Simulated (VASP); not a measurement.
Write the native input for VASP 6.6.1 that does the following.

* Task: single point
* Functional: LDA
* Potentials or basis: VASP PAW LDA potentials, release 64 (Ni, O)
* Cutoff: 520 eV
* k mesh: 12 × 12 × 6
* Occupations: gaussian, width 0.05 eV
* Spin: no spin polarisation
* Dipole correction: no
* Further INCAR settings: ALGO = Normal; EDIFF = 1e-06; NBANDS = 18

The structure of NiO2 lies in POSCAR:

```
NiO2
1.0
    2.8038519370      0.0000000000      0.0000000000
   -1.4019259685      2.4282070059      0.0000000000
    0.0000000000      0.0000000000      4.0838103463
Ni O
1 2
Direct
    0.0000000000      0.0000000000      0.5000000000
    0.6666666667      0.3333333333      0.7423978784
    0.3333333333      0.6666666667      0.2576021216
```

This cell differs from its parent crystal: c/a of the conventional cell at fixed volume 1.4565.

These files were run (other wordings do the same):

INCAR

```
  ALGO = Normal
  EDIFF = 1E-6
  ENCUT = 520
  ISIF = 2
  ISMEAR = 0
  LASPH = T
  LCHARG = F
  LREAL = F
  LWAVE = F
  NBANDS = 18
  NELM = 100
  PREC = Accurate
  SIGMA = 0.05
```

KPOINTS

```
k-points
0
Gamma
  12 12 6
```

Potentials or basis: VASP PAW LDA potentials, release 64 (Ni, O).

The run is started by

```bash
$ cat potpaw_LDA.64/Ni/POTCAR potpaw_LDA.64/O/POTCAR > POTCAR
$ mpirun -np 1 vasp_std > vasp.out
```

It gave:

The pressure is -15.5 GPa, the largest force is 1.532 eV/Å and the band gap on the k mesh is 0.50 eV, indirect (least direct gap 0.64 eV).

Caveat: forces of over 1 eV/Å act on the atoms, so gaps and moduli don't describe the material at rest.

Run time: 16 s on 1 thread of Intel(R) Xeon(R) 6975P-C (Granite Rapids), with other jobs on the host, peak memory 0.16 GiB.
